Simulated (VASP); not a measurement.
# HfN (Fm-3m) in VASP: single point with r2SCAN

Aim: the single point of HfN with r2SCAN.

All numbers are computed with VASP 6.6.1; they aren't measurements. Logs are shortened: lines on timing, memory, paths and dates and some standing lists are left out, and cuts for length are marked.

### Step 1. The cell of the first run

The structure is cubic, space group Fm-3m (No. 225). Conventional cell: a = 4.512 Å, b = 4.512 Å, c = 4.512 Å, α = 90.00°, β = 90.00°, γ = 90.00°. Hf (site symmetry m-3m) has 6 N at 2.26 Å within 3.0 Å. Within 3.0 Å of N (site symmetry m-3m) lie 6 Hf at 2.26 Å.

### Step 2. Single point, r2SCAN

POSCAR reads:

```
HfN
1.0
    0.0000000000      2.2560000000      2.2560000000
    2.2560000000      0.0000000000      2.2560000000
    2.2560000000      2.2560000000      0.0000000000
Hf N
1 1
Direct
    0.0000000000      0.0000000000      0.0000000000
    0.5000000000      0.5000000000      0.5000000000
```

INCAR.step1 reads:

```
  PREC = Accurate
  ENCUT = 520
  ISMEAR = -1
  SIGMA = 0.05
  LREAL = F
  LASPH = T
  NELM = 100
  NBANDS = 14
  GGA = PE
  ALGO = Normal
  EDIFF = 1E-4
  LWAVE = T
  LCHARG = F
```

INCAR.step2 reads:

```
  PREC = Accurate
  ENCUT = 520
  EDIFF = 1E-6
  ISMEAR = -1
  SIGMA = 0.05
  LREAL = F
  LASPH = T
  NELM = 100
  ALGO = Normal
  ISIF = 2
  LWAVE = F
  LCHARG = T
  METAGGA = R2SCAN
  LMIXTAU = T
  LELF = T
  LVHAR = T
  NBANDS = 14
  ISTART = 1
```

KPOINTS reads:

```
regular mesh
0
Gamma
  9 9 9
```

Potentials or basis: VASP PAW PBE potentials, release 64 (Hf_pv, N).

Run with:

```bash
> cat potpaw_PBE.64/Hf_pv/POTCAR potpaw_PBE.64/N/POTCAR > POTCAR
> cp INCAR.step1 INCAR
> mpirun -np 1 vasp_std > vasp.out
> cp INCAR.step2 INCAR
> mpirun -np 1 vasp_std > vasp.out
```

OUTCAR:

```text
PREC = Accurate
   ENCUT = 520
   EDIFF = 1E-6
   ISMEAR = -1
   LREAL = F
   LASPH = T
   NELM = 100
   ISIF = 2
   METAGGA = R2SCAN
   ISTART = 1

 ion  position               nearest neighbor table
   1  0.000  0.000  0.000-   2 2.26   2 2.26   2 2.26   2 2.26   2 2.26   2 2.26
   2  0.500  0.500  0.500-   1 2.26   1 2.26   1 2.26   1 2.26   1 2.26   1 2.26

  LATTYP: Found a face centered cubic cell.
 ALAT       =     4.5120000000

  Lattice vectors:

 A1 = (   0.0000000000,   2.2560000000,   2.2560000000)
 A2 = (   2.2560000000,   0.0000000000,   2.2560000000)
 A3 = (   2.2560000000,   2.2560000000,   0.0000000000)

Analysis of symmetry for initial positions (statically):
=====================================================================
 Subroutine PRICEL returns:
 Original cell was already a primitive cell.

 Routine SETGRP: Setting up the symmetry group for a
 face centered cubic supercell.

 Subroutine GETGRP returns: Found 48 space group operations
 (whereof 48 operations were pure point group operations)
 out of a pool of 48 trial point group operations.

The static configuration has the point symmetry O_h .

Analysis of symmetry for dynamics (positions and initial velocities):
=====================================================================
 Subroutine PRICEL returns:
 Original cell was already a primitive cell.

 Routine SETGRP: Setting up the symmetry group for a
 face centered cubic supercell.

 Subroutine GETGRP returns: Found 48 space group operations
 (whereof 48 operations were pure point group operations)
 out of a pool of 48 trial point group operations.

The dynamic configuration has the point symmetry O_h .

 Subroutine INISYM returns: Found 48 space group operations
 (whereof 48 operations are pure point group operations),
 and found     1 'primitive' translations

----------------------------------------------------------------------------------------

                                     Primitive cell

  volume of cell :      22.9640

  direct lattice vectors                    reciprocal lattice vectors
     0.000000000  2.256000000  2.256000000    -0.221631206  0.221631206  0.221631206
     2.256000000  0.000000000  2.256000000     0.221631206 -0.221631206  0.221631206
     2.256000000  2.256000000  0.000000000     0.221631206  0.221631206 -0.221631206

  length of vectors
     3.190465797  3.190465797  3.190465797     0.383876509  0.383876509  0.383876509

  position of ions in fractional coordinates (direct lattice)
     0.000000000  0.000000000  0.000000000
     0.500000000  0.500000000  0.500000000

  ion indices of the primitive-cell ions
   primitive index   ion index
                 1           1
                 2           2

----------------------------------------------------------------------------------------

 KPOINTS: regular mesh

Automatic generation of k-mesh.
 Grid dimensions read from file:
 generate k-points for:    9    9    9

 Generating k-lattice:

  Cartesian coordinates                     Fractional coordinates (reciprocal lattice)
    -0.024625690  0.024625690  0.024625690     0.111111111  0.000000000  0.000000000
     0.024625690 -0.024625690  0.024625690     0.000000000  0.111111111  0.000000000
     0.024625690  0.024625690 -0.024625690     0.000000000  0.000000000  0.111111111

  Length of vectors
     0.042652945  0.042652945  0.042652945

  Shift w.r.t. Gamma in fractional coordinates (k-lattice)
     0.000000000  0.000000000  0.000000000

 Subroutine IBZKPT returns following result:
 ===========================================

 Found     35 irreducible k-points:

 Following reciprocal coordinates:
            Coordinates               Weight
  0.000000  0.000000  0.000000      1.000000
  0.111111  0.000000  0.000000      8.000000
  0.222222  0.000000  0.000000      8.000000
  0.333333  0.000000  0.000000      8.000000
  0.444444  0.000000  0.000000      8.000000
  0.111111  0.111111  0.000000      6.000000
[... 16 lines left out ...]
 -0.333333  0.333333  0.000000     12.000000
  0.444444  0.444444  0.000000      6.000000
 [... further k-points ...]
   k-points           NKPTS =     35   k-points in BZ     NKDIM =     35   number of bands    NBANDS=     14
   number of dos      NEDOS =    301   number of ions     NIONS =      2
   total plane-waves  NPLWV =  13824
   dimension x,y,z NGX =    24 NGY =   24 NGZ =   24
   dimension x,y,z NGXF=    48 NGYF=   48 NGZF=   48
   ions per type =               1   1
   NGX,Y,Z   is equivalent  to a cutoff of  12.51, 12.51, 12.51 a.u.
   NGXF,Y,Z  is equivalent  to a cutoff of  25.01, 25.01, 25.01 a.u.
 SYSTEM =  unknown system
   PREC   = accura    normal or accurate (medium, high low for compatibility)
   ISTART =      1    job   : 0-new  1-cont  2-samecut
   ICHARG =      0    charge: 1-file 2-atom 10-const
   ISPIN  =      1    spin polarized calculation?
   LNONCOLLINEAR =      F non collinear calculations
   LSORBIT =      F    spin-orbit coupling
   LASPH  =      T    aspherical Exc in radial PAW
   ENCUT  =  520.0 eV  38.22 Ry    6.18 a.u.   5.93  5.93  5.93*2*pi/ulx,y,z
   NELM   =    100;   NELMIN=  2; NELMDL=  0     # of ELM steps
   EDIFF  = 0.1E-05   stopping-criterion for ELM
   LREAL  =      F    real-space projection
   EDIFFG = 0.1E-04   stopping-criterion for IOM
   NSW    =      0    number of steps for IOM
   IBRION =     -1    ionic relax: 0-MD 1-quasi-New 2-CG
   NFREE  =      0    steps in history (QN), initial steepest desc. (CG)
   ISIF   =      2    stress and relaxation
   ISYM   =      2    0-nonsym 1-usesym 2-fastsym
   POTIM  = 0.5000    time-step for ionic-motion
   TEBEG  =    0.0;   TEEND  =   0.0 temperature during run
   PSTRESS=    0.0 pullay stress
   NELECT =      15.0000    total number of electrons
   NUPDOWN=      -1.0000    fix difference up-down
   EMIN   =  10.00;   EMAX   =-10.00  energy-range for DOS
   EFERMI =   0.00;   METHOD = LEGACY
   ISMEAR =    -1;   SIGMA  =   0.05  broadening in eV -4-tet -1-fermi 0-gaus
   EFERMI_NEDOS =   21; number of points for ismear=-14 and -15
   IALGO  =     38    algorithm
   IMIX   =      4    mixing-type and parameters
     AMIX     =   0.40;   BMIX     =  1.00
     AMIX_MAG =   1.60;   BMIX_MAG =  1.00
  volume/ion in A,a.u.               =      11.48        77.48
  Fermi-wavevector in a.u.,A,eV,Ry     =   1.420440  2.684242 27.451783  2.017649
  Thomas-Fermi vector in A             =   2.541355
   LORBIT       =      0    0 simple, 1 ext, 2 COOP (PROOUT), +10 PAW based schemes
   METAGGA = R2SCAN    functional components
   LHFCALC =     F    Hartree Fock is set to
   AEXX    =    0.0000 exact exchange contribution
   IVDW    =     0    specifies the selected vdW correction
   LEPSILON=     F    determine dielectric tensor
   LRPA    =     F    only Hartree local field effects (RPA)
 non-spin polarized calculation
  energy-cutoff  :      520.00
  volume of cell :       22.96
 maximum number of plane-waves:       628
   NGX = 11   NGY = 11   NGZ = 11

 number of electron      15.0000001 magnetization

 Free energy of the ion-electron system (eV)
  ---------------------------------------------------
  ext. energy  EPLUGINS =         0.00000000
  ---------------------------------------------------
  free energy    TOTEN  =       -58.24647883 eV

  energy without entropy =      -58.23941002  energy(sigma->0) =      -58.24294442

 E-fermi :   8.5495     XC(G=0): -13.5880

 val. band max:        8.5293343816   @ k =   0.4444   0.2222   0.1111
 cond. band min:       8.6288372295   @ k =   0.1111   0.0000   0.0000
 fundamental gap:      0.0995028479
 Fermi energy:         8.5495157642

 k-point     1 :       0.0000    0.0000    0.0000
  band No.  band energies     occupation
      1     -23.9587      2.00000
      2     -23.9587      2.00000
      3     -23.9587      2.00000
      4     -10.1583      2.00000
      5       5.1353      2.00000
      6       5.1353      2.00000
      7       5.1353      2.00000
      8       8.2270      1.99684
      9       8.2270      1.99684
     10       8.2270      1.99684
     11      10.5848      0.00000
     12      10.5848      0.00000
     13      10.6635      0.00000
     14      18.6114      0.00000

 k-point     2 :       0.1111    0.0000    0.0000
  band No.  band energies     occupation
      1     -24.0846      2.00000
      2     -23.9686      2.00000
      3     -23.9686      2.00000
      4      -9.8768      2.00000
      5       4.0518      2.00000
      6       4.4870      2.00000
      7       4.4870      2.00000
      8       8.4869      1.55574
      9       8.6288      0.33977
     10       8.6288      0.33977
     11      11.4953      0.00000
     12      11.4953      0.00000
     13      11.5138      0.00000
     14      19.5636      0.00000

 k-point     3 :       0.2222    0.0000    0.0000
  band No.  band energies     occupation
      1     -24.3889      2.00000
      2     -23.9935      2.00000
      3     -23.9935      2.00000
      4      -9.1413      2.00000
      5       2.1415      2.00000
      6       3.3588      2.00000
      7       3.3588      2.00000
      8       8.9808      0.00036
      9       9.6307      0.00000
     10       9.6307      0.00000
     11      13.1901      0.00000
     12      13.4943      0.00000
     13      13.4943      0.00000
     14      19.5550      0.00000
[... 324 lines left out ...]
 k-point    23 :      -0.3333    0.3333    0.0000
  band No.  band energies     occupation
      1     -24.6001      2.00000
      2     -24.5277      2.00000
      3     -24.1394      2.00000
      4      -8.2420      2.00000
      5       0.9889      2.00000
      6       2.5422      2.00000
      7       2.6352      2.00000
      8       9.1319      0.00002
      9      11.8030      0.00000
     10      12.3945      0.00000
     11      14.3177      0.00000
     12      16.6715      0.00000
     13      19.2537      0.00000
     14      19.5591      0.00000

 k-point    24 :       0.4444    0.4444    0.0000
  band No.  band energies     occupation
      1     -24.7376      2.00000
      2     -24.2589      2.00000
      3     -24.2589      2.00000
      4      -9.0633      2.00000
      5       2.4132      2.00000
      6       4.4057      2.00000
      7       4.4057      2.00000
      8       4.7260      2.00000
      9      12.6408      0.00000
     10      14.0781      0.00000
     11      14.0781      0.00000
     12      14.2188      0.00000
     13      17.3791      0.00000
     14      18.6034      0.00000

 [... further k-points ...]

------------------------ aborting loop because EDIFF is reached ----------------------------------------

  FORCE on cell =-STRESS in cart. coord.  units (eV):
  Direction    XX          YY          ZZ          XY          YZ          ZX
  --------------------------------------------------------------------------------------
  -------------------------------------------------------------------------------------
  Total       -0.0201926     -0.0201926     -0.0201926      0.0000000      0.0000000      0.0000000
  in kB       -1.4088196     -1.4088196     -1.4088196      0.0000000      0.0000000      0.0000000
  external PRESSURE =      -1.4088196 kB  Pullay stress =       0.0000000 kB

 VOLUME and BASIS-vectors are now :
 -----------------------------------------------------------------------------
  energy-cutoff  :      520.00
  volume of cell :       22.96
      direct lattice vectors                 reciprocal lattice vectors
     0.000000000  2.256000000  2.256000000    -0.221631206  0.221631206  0.221631206
     2.256000000  0.000000000  2.256000000     0.221631206 -0.221631206  0.221631206
     2.256000000  2.256000000  0.000000000     0.221631206  0.221631206 -0.221631206

 POSITION                                       TOTAL-FORCE (eV/Angst)
 -----------------------------------------------------------------------------------
      0.00000      0.00000      0.00000         0.000000     -0.000000     -0.000000
      2.25600      2.25600      2.25600        -0.000000      0.000000      0.000000
 -----------------------------------------------------------------------------------
    total drift:                                0.000000     -0.000000     -0.000000

  FREE ENERGIE OF THE ION-ELECTRON SYSTEM (eV)
  ---------------------------------------------------
  free  energy   TOTEN  =       -58.2464788255 eV

  energy  without entropy=      -58.2394100154  energy(sigma->0) =      -58.24294442
```

It took 35 s on 1 thread of AMD EPYC 9R45 (Zen 5), shared host; peak memory 0.12 GiB.

Results:

```
Free energy : -58.2465 eV
Pressure    : -0.1 GPa
```

Caveat: the PAW data sets were made with another functional, which shifts forces and pressure a little; spin-orbit coupling is left out, which moves the levels of the heavy elements.
